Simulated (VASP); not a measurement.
Wanted: the native input for a VASP 6.6.1 run.

| Property | Result |
| --- | --- |
| Task | relaxation of cell and atoms |
| Functional | PBE |
| Dispersion | D3(BJ) |
| Potentials or basis | VASP PAW PBE potentials, release 64 (Sn_d, S) |
| Cutoff | 500 eV |
| k mesh | 12 × 12 × 6 |
| Occupations | gaussian, width 0.02 eV |
| Spin | no spin polarisation |
| Dipole correction | no |
| Further INCAR settings | ALGO = Normal; EDIFF = 1e-07; IBRION = 2; EDIFFG = -0.02; NSW = 70; ISIF = 3 |

The structure of SnS2 lies in POSCAR:

```
SnS2
1.0
    3.6743056800      0.0000000000      0.0000000000
   -1.8371528400      3.1820418800      0.0000000000
    0.0000000000      0.0000000000      6.2288317700
Sn S
1 2
Direct
    0.0000000000      0.0000000000      0.0000000000
    0.3333333400      0.6666666900      0.2346534700
    0.6666666900      0.3333333400      0.7653465300
```

One way to write it, as run:

INCAR

```
SYSTEM = SnS2
ALGO = Normal
EDIFF = 1E-7
EDIFFG = -0.02
ENCUT = 500
GGA = PE
GGA_COMPAT = .FALSE.
IBRION = 2
ISIF = 3
ISMEAR = 0
IVDW = 12
LASPH = .TRUE.
LCHARG = .FALSE.
LREAL = .FALSE.
LWAVE = .FALSE.
NELM = 120
NELMIN = 4
NSW = 70
PREC = Accurate
SIGMA = 0.02
```

KPOINTS

```
k-points
0
G
  12 12 6
  0 0 0
```

Potentials or basis: VASP PAW PBE potentials, release 64 (Sn_d, S).

Launch:

```console
$ cat potpaw_PBE.64/Sn_d/POTCAR potpaw_PBE.64/S/POTCAR > POTCAR
$ mpirun -np 1 vasp_std > vasp.out
```

Results of the run:

```json
{
 "Relaxed volume": "22.46 Å³/atom",
 "Relaxed cell": "a = 3.666 Å, b = 3.666 Å, c = 5.789 Å, α = 90.00°, β = 90.00°, γ = 120.00°",
 "Space group after relaxing (to 0.05 Å)": "P-3m1 (No. 164)",
 "Energy gained by relaxing": "10.3 meV/atom",
 "Ionic steps": "12",
 "Pressure after relaxing": "0.0 GPa",
 "Largest force after relaxing": "0.020 eV/Å",
 "Band gap on the k mesh": "1.25 eV, indirect (least direct gap 1.73 eV)",
 "Dispersion energy per atom": "-0.330 eV"
}
```

Caveat: spin-orbit coupling is left out, which moves the levels of the heavy elements.

It took 7.9 min on 1 thread of AMD EPYC 9R45 96-Core Processor (Zen 5), on a shared host, peak memory 0.25 GiB.
